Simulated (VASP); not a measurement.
# Ti (P6/mmm) in VASP: a series of runs

The runs below take Ti through single point, with LDA, PBEsol.

Program: VASP 6.6.1. These are calculated values, not measurements. Logs are shortened: lines on timing, memory, paths and dates and some standing lists are left out, and cuts for length are marked.

### 1 The cell of the first run

Symmetry: P6/mmm, No. 191, hexagonal system. Conventional cell: a = 4.627 Å, b = 4.627 Å, c = 2.863 Å, α = 90.00°, β = 90.00°, γ = 120.00°. Within 3.5 Å of Ti (site symmetry -6m2) lie 11 Ti at 2.67 to 3.03 Å. Within 3.8 Å of Ti (site symmetry 6/mmm) lie 14 Ti at 2.86 to 3.03 Å.

### 2 Single point, LDA (volume scaled by 1.04)

INCAR

```
ALGO = Normal ; EDIFF = 1E-6
ENCUT = 520 ; GGA = CA
ISIF = 2 ; ISMEAR = -1
LASPH = True ; LCHARG = False
LREAL = False ; LWAVE = False
NBANDS = 25 ; NELM = 100
PREC = Accurate ; SIGMA = 0.05
```

KPOINTS

```
k-points
0
Gamma
  7 7 9
```

POSCAR

```
Ti
1.0
    4.6274787604      0.0000000000      0.0000000000
   -2.3137393802      4.0075141620      0.0000000000
    0.0000000000      0.0000000000      2.8634359596
Ti
3
Direct
    0.6666666667      0.3333333333      0.5000000000
    0.3333333333      0.6666666667      0.5000000000
    0.0000000000      0.0000000000      0.0000000000
```

Potentials or basis: VASP PAW LDA potentials, release 64 (Ti_sv).

Started as:

```console
$ cat potpaw_LDA.64/Ti_sv/POTCAR > POTCAR
$ mpirun -np 1 vasp_std > vasp.out
```

OUTCAR:

```text
EDIFF = 1E-6
   ENCUT = 520
   GGA = CA
   ISIF = 2
   ISMEAR = -1
   LASPH = True
   LREAL = False
   NELM = 100
   PREC = Accurate

 ion  position               nearest neighbor table
   1  0.667  0.333  0.500-   2 2.67   2 2.67   2 2.67
   2  0.333  0.667  0.500-   1 2.67   1 2.67   1 2.67
   3  0.000  0.000  0.000-

  LATTYP: Found a hexagonal cell.
 ALAT       =     4.6274787604
 C/A-ratio  =     0.6187896494

  Lattice vectors:

 A1 = (   4.6274787604,   0.0000000000,   0.0000000000)
 A2 = (  -2.3137393802,   4.0075141620,   0.0000000000)
 A3 = (   0.0000000000,   0.0000000000,   2.8634359596)

Analysis of symmetry for initial positions (statically):
=====================================================================
 Subroutine PRICEL returns:
 Original cell was already a primitive cell.

 Routine SETGRP: Setting up the symmetry group for a
 hexagonal supercell.

 Subroutine GETGRP returns: Found 24 space group operations
 (whereof 24 operations were pure point group operations)
 out of a pool of 24 trial point group operations.

The static configuration has the point symmetry D_6h.

Analysis of symmetry for dynamics (positions and initial velocities):
=====================================================================
 Subroutine PRICEL returns:
 Original cell was already a primitive cell.

 Routine SETGRP: Setting up the symmetry group for a
 hexagonal supercell.

 Subroutine GETGRP returns: Found 24 space group operations
 (whereof 24 operations were pure point group operations)
 out of a pool of 24 trial point group operations.

The dynamic configuration has the point symmetry D_6h.

 Subroutine INISYM returns: Found 24 space group operations
 (whereof 24 operations are pure point group operations),
 and found     1 'primitive' translations

----------------------------------------------------------------------------------------

                                     Primitive cell

  volume of cell :      53.1015

  direct lattice vectors                    reciprocal lattice vectors
     4.627478760  0.000000000  0.000000000     0.216100398  0.124765623  0.000000000
    -2.313739380  4.007514162  0.000000000     0.000000000  0.249531245  0.000000000
     0.000000000  0.000000000  2.863435960     0.000000000  0.000000000  0.349230789

  length of vectors
     4.627478760  4.627478760  2.863435960     0.249531245  0.249531245  0.349230789

  position of ions in fractional coordinates (direct lattice)
     0.666666667  0.333333333  0.500000000
     0.333333333  0.666666667  0.500000000
     0.000000000  0.000000000  0.000000000

  ion indices of the primitive-cell ions
   primitive index   ion index
                 1           1
                 2           2
                 3           3

----------------------------------------------------------------------------------------

 KPOINTS: k-points

Automatic generation of k-mesh.
 Grid dimensions read from file:
 generate k-points for:    7    7    9

 Generating k-lattice:

  Cartesian coordinates                     Fractional coordinates (reciprocal lattice)
     0.030871485  0.017823660  0.000000000     0.142857143  0.000000000  0.000000000
     0.000000000  0.035647321  0.000000000     0.000000000  0.142857143  0.000000000
     0.000000000  0.000000000  0.038803421     0.000000000  0.000000000  0.111111111

  Length of vectors
     0.035647321  0.035647321  0.038803421

  Shift w.r.t. Gamma in fractional coordinates (k-lattice)
     0.000000000  0.000000000  0.000000000

 Subroutine IBZKPT returns following result:
 ===========================================

 Found     40 irreducible k-points:

 Following reciprocal coordinates:
            Coordinates               Weight
  0.000000  0.000000  0.000000      1.000000
  0.142857  0.000000  0.000000      6.000000
  0.285714  0.000000  0.000000      6.000000
  0.428571  0.000000  0.000000      6.000000
  0.142857  0.142857  0.000000      6.000000
  0.285714  0.142857  0.000000     12.000000
[... 16 lines left out ...]
  0.428571  0.142857  0.222222     12.000000
  0.285714  0.285714  0.222222     12.000000
 [... further k-points ...]
   k-points           NKPTS =     40   k-points in BZ     NKDIM =     40   number of bands    NBANDS=     25
   number of dos      NEDOS =    301   number of ions     NIONS =      3
   total plane-waves  NPLWV =  31104
   dimension x,y,z NGX =    36 NGY =   36 NGZ =   24
   dimension x,y,z NGXF=    72 NGYF=   72 NGZF=   48
   ions per type =               3
   NGX,Y,Z   is equivalent  to a cutoff of  12.93, 12.93, 13.93 a.u.
   NGXF,Y,Z  is equivalent  to a cutoff of  25.87, 25.87, 27.87 a.u.
 SYSTEM =  unknown system
   PREC   = accura    normal or accurate (medium, high low for compatibility)
   ISTART =      0    job   : 0-new  1-cont  2-samecut
   ICHARG =      2    charge: 1-file 2-atom 10-const
   ISPIN  =      1    spin polarized calculation?
   LNONCOLLINEAR =      F non collinear calculations
   LSORBIT =      F    spin-orbit coupling
   LASPH  =      T    aspherical Exc in radial PAW
   ENCUT  =  520.0 eV  38.22 Ry    6.18 a.u.   8.60  8.60  5.32*2*pi/ulx,y,z
   NELM   =    100;   NELMIN=  2; NELMDL= -5     # of ELM steps
   EDIFF  = 0.1E-05   stopping-criterion for ELM
   LREAL  =      F    real-space projection
   EDIFFG = 0.1E-04   stopping-criterion for IOM
   NSW    =      0    number of steps for IOM
   IBRION =     -1    ionic relax: 0-MD 1-quasi-New 2-CG
   NFREE  =      0    steps in history (QN), initial steepest desc. (CG)
   ISIF   =      2    stress and relaxation
   ISYM   =      2    0-nonsym 1-usesym 2-fastsym
   POTIM  = 0.5000    time-step for ionic-motion
   TEBEG  =    0.0;   TEEND  =   0.0 temperature during run
   PSTRESS=    0.0 pullay stress
   NELECT =      36.0000    total number of electrons
   NUPDOWN=      -1.0000    fix difference up-down
   EMIN   =  10.00;   EMAX   =-10.00  energy-range for DOS
   EFERMI =   0.00;   METHOD = LEGACY
   ISMEAR =    -1;   SIGMA  =   0.05  broadening in eV -4-tet -1-fermi 0-gaus
   EFERMI_NEDOS =   21; number of points for ismear=-14 and -15
   IALGO  =     38    algorithm
   IMIX   =      4    mixing-type and parameters
     AMIX     =   0.40;   BMIX     =  1.00
     AMIX_MAG =   1.60;   BMIX_MAG =  1.00
  volume/ion in A,a.u.               =      17.70       119.45
  Fermi-wavevector in a.u.,A,eV,Ry     =   1.438158  2.717725 28.140918  2.068299
  Thomas-Fermi vector in A             =   2.557156
   LORBIT       =      0    0 simple, 1 ext, 2 COOP (PROOUT), +10 PAW based schemes
   GGA     = CA    functional components
   LHFCALC =     F    Hartree Fock is set to
   AEXX    =    0.0000 exact exchange contribution
   IVDW    =     0    specifies the selected vdW correction
   LEPSILON=     F    determine dielectric tensor
   LRPA    =     F    only Hartree local field effects (RPA)
 non-spin polarized calculation
  energy-cutoff  :      520.00
  volume of cell :       53.10
 maximum number of plane-waves:      1446
 NGX is ok and might be reduce to    36
   NGX = 17   NGY = 17   NGZ = 11

 number of electron      35.9999992 magnetization

 Free energy of the ion-electron system (eV)
  ---------------------------------------------------
  ext. energy  EPLUGINS =         0.00000000
  ---------------------------------------------------
  free energy    TOTEN  =       -25.51294639 eV

  energy without entropy =      -25.48886623  energy(sigma->0) =      -25.50090631

 E-fermi :   7.7716     XC(G=0): -11.6928

 val. band max:        7.7544754741   @ k =   0.4286   0.1429   0.3333
 cond. band min:       7.7961375535   @ k =   0.2857   0.1429   0.0000
 fundamental gap:      0.0416620794
 Fermi energy:         7.7715690848

 k-point     1 :       0.0000    0.0000    0.0000
  band No.  band energies     occupation
      1     -48.4662      2.00000
      2     -48.2022      2.00000
      3     -48.0481      2.00000
      4     -25.1597      2.00000
      5     -25.1597      2.00000
      6     -25.0289      2.00000
[... 17 lines left out ...]
     24       9.5158      0.00000
     25       9.5904      0.00000

 k-point     2 :       0.1429    0.0000    0.0000
  band No.  band energies     occupation
      1     -48.4640      2.00000
      2     -48.1972      2.00000
      3     -48.0554      2.00000
      4     -25.1999      2.00000
      5     -25.1856      2.00000
      6     -24.9883      2.00000
[... 17 lines left out ...]
     24       9.2518      0.00000
     25       9.9583      0.00000

 k-point     3 :       0.2857    0.0000    0.0000
  band No.  band energies     occupation
      1     -48.4594      2.00000
      2     -48.1826      2.00000
      3     -48.0752      2.00000
      4     -25.2572      2.00000
      5     -25.1859      2.00000
      6     -24.9304      2.00000
[... 17 lines left out ...]
     24       9.5824      0.00000
     25      10.3989      0.00000

 k-point     4 :       0.4286    0.0000    0.0000
  band No.  band energies     occupation
      1     -48.4559      2.00000
      2     -48.1636      2.00000
      3     -48.0982      2.00000
      4     -25.2913      2.00000
      5     -25.1461      2.00000
      6     -24.9012      2.00000
[... 17 lines left out ...]
     24       9.9200      0.00000
     25      10.1244      0.00000
[... 477 lines left out ...]
 k-point    22 :       0.2857    0.1429    0.2222
  band No.  band energies     occupation
      1     -48.4354      2.00000
      2     -48.1482      2.00000
      3     -48.0719      2.00000
      4     -25.2020      2.00000
      5     -25.1598      2.00000
      6     -25.0196      2.00000
[... 17 lines left out ...]
     24       9.8432      0.00000
     25      10.1445      0.00000

 k-point    23 :       0.4286    0.1429    0.2222
  band No.  band energies     occupation
      1     -48.4344      2.00000
      2     -48.1328      2.00000
      3     -48.0884      2.00000
      4     -25.2116      2.00000
      5     -25.1391      2.00000
      6     -25.0523      2.00000
[... 17 lines left out ...]
     24      10.0401      0.00000
     25      10.2410      0.00000

 k-point    24 :       0.2857    0.2857    0.2222
  band No.  band energies     occupation
      1     -48.4342      2.00000
      2     -48.1259      2.00000
      3     -48.0956      2.00000
      4     -25.1706      2.00000
      5     -25.1586      2.00000
      6     -25.0931      2.00000
[... 17 lines left out ...]
     24      10.2217      0.00000
     25      10.2353      0.00000

 [... further k-points ...]
[... 5 lines left out ...]
  --------------------------------------------------------------------------------------
  -------------------------------------------------------------------------------------
  Total       -3.8796859     -3.8796859     -3.7931022      0.0000000      0.0000000      0.0000000
  in kB     -117.0577499   -117.0577499   -114.4453512      0.0000000      0.0000000      0.0000000
  external PRESSURE =    -116.1869503 kB  Pullay stress =       0.0000000 kB

 VOLUME and BASIS-vectors are now :
 -----------------------------------------------------------------------------
  energy-cutoff  :      520.00
  volume of cell :       53.10
      direct lattice vectors                 reciprocal lattice vectors
     4.627478760  0.000000000  0.000000000     0.216100398  0.124765623  0.000000000
    -2.313739380  4.007514162  0.000000000     0.000000000  0.249531245  0.000000000
     0.000000000  0.000000000  2.863435960     0.000000000  0.000000000  0.349230789

 POSITION                                       TOTAL-FORCE (eV/Angst)
 -----------------------------------------------------------------------------------
      2.31374      1.33584      1.43172         0.000000      0.000000      0.000000
     -0.00000      2.67168      1.43172        -0.000000      0.000000      0.000000
      0.00000      0.00000      0.00000        -0.000000      0.000000      0.000000
 -----------------------------------------------------------------------------------
    total drift:                                0.000000      0.000000     -0.000000

  FREE ENERGIE OF THE ION-ELECTRON SYSTEM (eV)
  ---------------------------------------------------
  free  energy   TOTEN  =       -25.5129463886 eV

  energy  without entropy=      -25.4888662292  energy(sigma->0) =      -25.50090631
```

Run time: 61 s. Hardware: 1 thread of AMD EPYC 7R43 (Zen 3), shared host; peak memory 0.14 GiB.

Results:

```
Free energy            : -25.5129 eV
Pressure               : -11.6 GPa
Band gap on the k mesh : zero (band 18 reaches 7.94 eV, above the bottom of band 19 at 7.70 eV)
```

Stress tensor (GPa, compression positive):
```
-11.71   0.00   0.00
  0.00 -11.71   0.00
  0.00   0.00 -11.44
```

(Part 1 of 2 ends here.)
